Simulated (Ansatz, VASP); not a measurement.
ZrSi31 in VASP and in Ansatz

```
Zr Si
1.0
     7.58960    0.00000    0.00000
    -3.79480    6.57279    0.00000
     0.00000    0.00000   12.70990
Zr Si
1 31
Direct
  0.00479 0.00260 0.42107
  0.99875 0.52319 0.40692
  0.52594 0.00026 0.40686
  0.47595 0.47532 0.40669
  0.99996 0.00015 0.90577
  0.99993 0.50339 0.90767
  0.50243 0.99979 0.90796
  0.49717 0.49758 0.90752
  0.00003 0.00053 0.09115
  0.99922 0.50104 0.09062
  0.50077 0.00097 0.09097
  0.50068 0.50015 0.09055
  0.99811 0.00052 0.62257
  0.00122 0.50580 0.59154
  0.50288 0.99848 0.59145
  0.49346 0.49604 0.59137
  0.15242 0.35263 0.33323
  0.20075 0.84678 0.33431
  0.66622 0.33273 0.34259
  0.65228 0.80126 0.33471
  0.33692 0.16547 0.84543
  0.33311 0.66687 0.84365
  0.83431 0.17182 0.84586
  0.82832 0.66335 0.84507
  0.16757 0.33663 0.15101
  0.16862 0.83358 0.15208
  0.66674 0.33366 0.15581
  0.66484 0.83220 0.15219
  0.34070 0.16703 0.66012
  0.33279 0.66698 0.65713
  0.83139 0.17575 0.66077
  0.82417 0.65798 0.65985
```

Alike in both runs: functional PBE; k mesh 3 × 3 × 1; occupations gaussian, width 0.05 eV; collinear spin.

Ansatz relaxed the structure, and its values are those at the end. VASP's run is a single point on that final structure, the one shown.

|  | VASP | Ansatz |
| --- | --- | --- |
| version | VASP 6.6.1 | Ansatz 0.2.0 |
| potentials or method | VASP PAW PBE potentials, release 64 (Zr_sv, Si), cutoff 520 eV | scalar-relativistic, plane waves, PAW |
| valence electrons in the cell | 136 | 136 |

Ansatz gave:

- rms of the force components (eV/Å): 0.006
- net moment per atom (μB): 0.00

Task: What did VASP give for the same quantities?

Result: rms of the force components (eV/Å): 0.005; net moment per atom (μB): 0.00.

Ansatz's warnings: seeded moment not kept.
